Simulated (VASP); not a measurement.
Write the native input for VASP 6.6.1 that does the following.

* Task: relaxation of the atoms
* Functional: PBEsol
* Potentials or basis: VASP PAW PBE potentials, release 64 (Ca_sv, O)
* Cutoff: 520 eV
* k mesh: 8 × 8 × 8
* Occupations: gaussian, width 0.02 eV
* Spin: no spin polarisation
* Dipole correction: no
* Further INCAR settings: ALGO = Normal; EDIFF = 1e-07; IBRION = 2; EDIFFG = -0.002; NSW = 60

The structure of CaO (sol2) lies in POSCAR:

```
CaO
1.0
    0.0000000000      2.4071923048      2.3712382592
    2.4071923048      0.0000000000      2.3712382592
    2.4071923048      2.4071923048      0.0000000000
Ca O
1 1
Direct
    0.0000000000      0.0000000000      0.0000000000
    0.5000000000      0.5000000000      0.5000000000
```

This cell differs from its parent crystal: strained cell.

These files were run (other wordings do the same):

INCAR

```
SYSTEM = CaO
  ALGO = Normal
  EDIFF = 1E-7
  EDIFFG = -0.002
  ENCUT = 520
  GGA = PS
  GGA_COMPAT = .FALSE.
  IBRION = 2
  ISIF = 2
  ISMEAR = 0
  LASPH = .TRUE.
  LCHARG = .FALSE.
  LREAL = .FALSE.
  LWAVE = .FALSE.
  NELM = 120
  NELMIN = 4
  NSW = 60
  PREC = Accurate
  SIGMA = 0.02
```

KPOINTS

```
k-points
0
G
  8 8 8
  0 0 0
```

Potentials or basis: VASP PAW PBE potentials, release 64 (Ca_sv, O).

The run is started by

```console
$ cat potpaw_PBE.64/Ca_sv/POTCAR potpaw_PBE.64/O/POTCAR > POTCAR
$ mpirun -np 1 vasp_std > vasp.out
```

Results of the run:

The pressure after relaxing is -1.0 GPa and the band gap on the k mesh is 3.47 eV, indirect (least direct gap 3.89 eV).

Caveat: the cell differs from its parent crystal (strained cell); the relaxation stopped at its first step, so nothing moved; the PAW data sets were made with another functional, which shifts forces and pressure a little.

Run time: 40 s on 1 thread of AMD EPYC 7R43 64-Core Processor (Zen 3) (shared host), peak memory 0.13 GiB.
